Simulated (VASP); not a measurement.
Sr: single point with PBEsol

The system is Sr.

```
CELL_PARAMETERS angstrom
5.71677 0.00000 0.00000
0.00000 5.71677 0.00000
0.00000 0.00000 5.71677
ATOMIC_POSITIONS crystal
Sr 0.00000 0.00000 0.00000
```

This isn't the form of Sr at room conditions, which is fcc.

| Item | Value |
| --- | --- |
| Program | VASP 6.6.1 |
| Task | single point |
| Functional | PBEsol |
| Potentials or basis | VASP PAW PBE potentials, release 64 (Sr_sv) |
| Cutoff | 520 eV |
| k mesh | 4 × 4 × 4 |
| Occupations | methfessel-paxton, width 0.1 eV |
| Spin | no spin polarisation |

| Item | Value |
| --- | --- |
| Pressure | -0.6 GPa |
| Band gap on the k mesh | zero (bands 5 and 6 overlap by 0.73 eV) |

Levels at points of the mesh, in eV from the Fermi level:
| k point | band 1 | band 2 | band 3 | band 4 | band 5 | band 6 | band 7 | band 8 | band 9 | band 10 |
| --- | --- | --- | --- | --- | --- | --- | --- | --- | --- | --- |
| (0.00, 0.00, 0.00) | -38.22 | -20.14 | -20.14 | -20.14 | -1.95 | 0.81 | 0.81 | 1.96 | 1.96 | 1.96 |
| (0.50, 0.00, 0.00) | -38.22 | -20.15 | -20.14 | -20.14 | -1.23 | 0.00 | 0.95 | 1.55 | 1.55 | 2.00 |
| (0.50, 0.50, 0.00) | -38.22 | -20.15 | -20.15 | -20.14 | -0.45 | 0.61 | 0.71 | 0.71 | 1.64 | 1.64 |
| (0.50, 0.50, 0.50) | -38.22 | -20.14 | -20.14 | -20.14 | 0.73 | 0.88 | 0.88 | 0.88 | 1.41 | 1.41 |

It took 50 s on 1 thread of Intel Xeon 8259CL, with other jobs on the host, peak memory 0.32 GiB.

Caveat: the PAW data sets were made with another functional, which shifts forces and pressure a little.
